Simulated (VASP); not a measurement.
# SiO2 (P4_2/mnm) in VASP: further runs, part 2 of 2

VASP 6.6.1. The steps go on from the part before.

**3. Single point, LDA**

Input file INCAR:

```
SYSTEM = SiO2
PREC = Accurate ; ENCUT = 520
EDIFF = 1E-6 ; ISMEAR = 0
SIGMA = 0.02 ; LREAL = .False.
LASPH = .True. ; NELM = 100
ALGO = Normal ; ISIF = 2
LWAVE = .False. ; LCHARG = .True.
LELF = .True. ; LVHAR = .True.
NBANDS = 25
```

Input file KPOINTS:

```
regular mesh
0
Gamma
  6 6 8
  0 0 0
```

Input file POSCAR:

```
SiO2
1.0
    4.1547670968      0.0000000000      0.0000000000
    0.0000000000      4.1547670968      0.0000000000
    0.0000000000      0.0000000000      2.6615051636
Si O
2 4
Direct
    0.5000000000      0.5000000000      0.5000000000
    0.0000000000      0.0000000000      0.0000000000
    0.6944280345      0.6944280345      0.0000000000
    0.1944280345      0.8055719655      0.5000000000
    0.3055719655      0.3055719655      0.0000000000
    0.8055719655      0.1944280345      0.5000000000
```

Potentials or basis: VASP PAW LDA potentials, release 64 (Si, O).

Run with:

```bash
$ cat potpaw_LDA.64/Si/POTCAR potpaw_LDA.64/O/POTCAR > POTCAR
$ mpirun -np 1 vasp_std > vasp.out
```

OUTCAR:

```text
SYSTEM = SiO2
   PREC = Accurate
   ENCUT = 520
   EDIFF = 1E-6
   ISMEAR = 0
   LREAL = .False.
   LASPH = .True.
   NELM = 100
   ISIF = 2

 ion  position               nearest neighbor table
   1  0.500  0.500  0.500-   3 1.75   5 1.75   3 1.75   5 1.75   4 1.80   6 1.80
   2  0.000  0.000  0.000-   4 1.75   6 1.75   4 1.75   6 1.75   5 1.80   3 1.80
   3  0.694  0.694  0.000-   1 1.75   1 1.75   2 1.80
   4  0.194  0.806  0.500-   2 1.75   2 1.75   1 1.80
   5  0.306  0.306  0.000-   1 1.75   1 1.75   2 1.80
   6  0.806  0.194  0.500-   2 1.75   2 1.75   1 1.80
[... 882 lines left out ...]
  -------------------------------------------------------------------------------------
  Total        0.2273977      0.2273977      0.4888305      0.0000000      0.0000000      0.0000000
  in kB        7.9300525      7.9300525     17.0470091      0.0000000      0.0000000      0.0000000
  external PRESSURE =      10.9690380 kB  Pullay stress =       0.0000000 kB

 VOLUME and BASIS-vectors are now :
 -----------------------------------------------------------------------------
  energy-cutoff  :      520.00
  volume of cell :       45.94
      direct lattice vectors                 reciprocal lattice vectors
     4.154767097  0.000000000  0.000000000     0.240687378  0.000000000  0.000000000
     0.000000000  4.154767097  0.000000000     0.000000000  0.240687378  0.000000000
     0.000000000  0.000000000  2.661505164     0.000000000  0.000000000  0.375727244

 POSITION                                       TOTAL-FORCE (eV/Angst)
 -----------------------------------------------------------------------------------
      2.07738      2.07738      1.33075         0.000000      0.000000      0.000000
      0.00000      0.00000      0.00000         0.000000      0.000000      0.000000
      2.88519      2.88519      0.00000         0.024789      0.024789     -0.000000
      0.80780      3.34696      1.33075         0.024789     -0.024789      0.000000
      1.26958      1.26958      0.00000        -0.024789     -0.024789      0.000000
      3.34696      0.80780      1.33075        -0.024789      0.024789     -0.000000
 -----------------------------------------------------------------------------------
    total drift:                                0.000000     -0.000000      0.000000

  FREE ENERGIE OF THE ION-ELECTRON SYSTEM (eV)
  ---------------------------------------------------
  free  energy   TOTEN  =       -51.9695291943 eV

  energy  without entropy=      -51.9695291943  energy(sigma->0) =      -51.96952919
```

Wall time 13 s (1 thread of Intel Xeon 6975P-C (Granite Rapids), shared host); peak memory 0.16 GiB.

What came out:

- Free energy: -51.9695 eV
- Pressure: 1.1 GPa
- Largest force: 0.035 eV/Å
- Band gap on the k mesh: 5.82 eV, direct

Forces in eV/Å, atoms in the order of the input:
```
Si   0.000  0.000  0.000
Si   0.000  0.000  0.000
O    0.025  0.025  0.000
O    0.025 -0.025  0.000
O   -0.025 -0.025  0.000
O   -0.025  0.025  0.000
```

**4. Relaxation of cell and atoms, LDA**

Input file INCAR:

```
SYSTEM = SiO2
  ALGO = Normal
  EDIFF = 1E-7
  EDIFFG = -0.005
  ENCUT = 600
  GGA = CA
  IBRION = 2
  ISIF = 3
  ISMEAR = 0
  LASPH = .TRUE.
  LCHARG = .FALSE.
  LREAL = .FALSE.
  LWAVE = .FALSE.
  NELM = 80
  NSW = 100
  PREC = Accurate
  SIGMA = 0.02
```

Input file KPOINTS:

```
k-points
0
G
  6 6 8
  0 0 0
```

Input file POSCAR:

```
SiO2
1.0
    4.1544792973      0.0000000000      0.0000000000
    0.0000000000      4.1544792973      0.0000000000
    0.0000000000      0.0000000000      2.6619731218
Si O
2 4
Direct
    0.5000000000      0.5000000000      0.5000000000
    0.0000000000      0.0000000000      0.0000000000
    0.6944172711      0.6944172711      0.0000000000
    0.1944172711      0.8055827289      0.5000000000
    0.3055827289      0.3055827289      0.0000000000
    0.8055827289      0.1944172711      0.5000000000
```

Run with:

```bash
$ cat potpaw_LDA.64/Si/POTCAR potpaw_LDA.64/O/POTCAR > POTCAR
$ mpirun -np 1 vasp_std > vasp.out
```

It took 36 s on 1 thread of Intel Xeon 6975P-C (Granite Rapids), shared host; peak memory 0.18 GiB.

Results (log left out):

| Property | Result |
| --- | --- |
| Free energy | -51.9868 eV |
| Relaxed volume | 7.67 Å³/atom |
| Relaxed cell | a = 4.154 Å, b = 4.154 Å, c = 2.666 Å, α = 90.00°, β = 90.00°, γ = 90.00° |
| Space group after relaxing (to 0.05 Å) | P4_2/mnm (No. 136) |
| Energy gained by relaxing | 0.1 meV/atom |
| Ionic steps | 4 |
| Pressure after relaxing | 0.0 GPa |
| Band gap on the k mesh | 5.78 eV, direct |

Forces in eV/Å, atoms in the order of the input:
```
Si   0.000  0.000  0.000
Si   0.000  0.000  0.000
O    0.002  0.002  0.000
O    0.002 -0.002  0.000
O   -0.002 -0.002  0.000
O   -0.002  0.002  0.000
```

The path:
| step | energy change (eV) | largest force (eV/Å) | pressure (GPa) | volume (Å³) |
| --- | --- | --- | --- | --- |
| 1 | 0.0000 | 0.0387 | 0.64 | 45.94 |
| 2 | 0.0002 | 0.0437 | -1.09 | 46.15 |
| 3 | -0.0003 | 0.0029 | -0.11 | 46.03 |
| 4 | -0.0003 | 0.0021 | -0.02 | 46.01 |

Final structure:
```
Si O
1.0
     4.15444    0.00000    0.00000
     0.00000    4.15444    0.00000
     0.00000    0.00000    2.66600
Si O
2 4
Direct
  0.50000 0.50000 0.50000
  0.00000 0.00000 0.00000
  0.69459 0.69459 0.00000
  0.19459 0.80541 0.50000
  0.30541 0.30541 0.00000
  0.80541 0.19459 0.50000
```

Levels at points of the mesh, in eV from the valence-band top:
```
           k point  band 14  band 15  band 16  band 17  band 18  band 19
(0.00, 0.00, 0.00)    -0.91    -0.91     0.00     5.78     6.41     8.32
(0.50, 0.00, 0.00)    -2.77    -1.09    -1.09     7.71     7.71     8.89
(0.50, 0.50, 0.00)    -2.78    -2.35    -2.35     7.37     7.37     9.91
(0.00, 0.00, 0.50)    -3.25    -2.76    -2.76     9.05     9.05    12.48
(0.50, 0.00, 0.50)    -2.35    -1.83    -1.83     8.69     8.69     9.87
(0.50, 0.50, 0.50)    -1.79    -1.60    -1.60     7.15     7.15    10.87
```

A k mesh can miss the band edges. As with any semilocal functional, this LDA gap is likely too small.

**5. Summary**

| task | cell | cutoff (eV) | smearing | gap on the mesh (eV) | pressure (GPa) | largest force (eV/Å) |
| --- | --- | --- | --- | --- | --- | --- |
| single point | a = 4.154, b = 4.154, c = 2.662 Å, 6 atoms | 520 | gaussian 0.1 eV | 5.82 | 1.1 | 0.04 |
| single point | a = 4.155, b = 4.155, c = 2.662 Å, 6 atoms | 520 | gaussian 0.02 eV | 5.82 | 1.1 | 0.04 |
| relaxation of cell and atoms | relaxed from a = 4.154, b = 4.154, c = 2.662 Å, 6 atoms | 600 | gaussian 0.02 eV | 5.78 | 0.0 | - |

Alike in all rows: level LDA; potentials or basis VASP PAW LDA potentials, release 64 (Si, O); no spin polarisation; k mesh 6 × 6 × 8.

Total energies depend on the potentials used, so only differences within one code and one set of settings carry meaning.
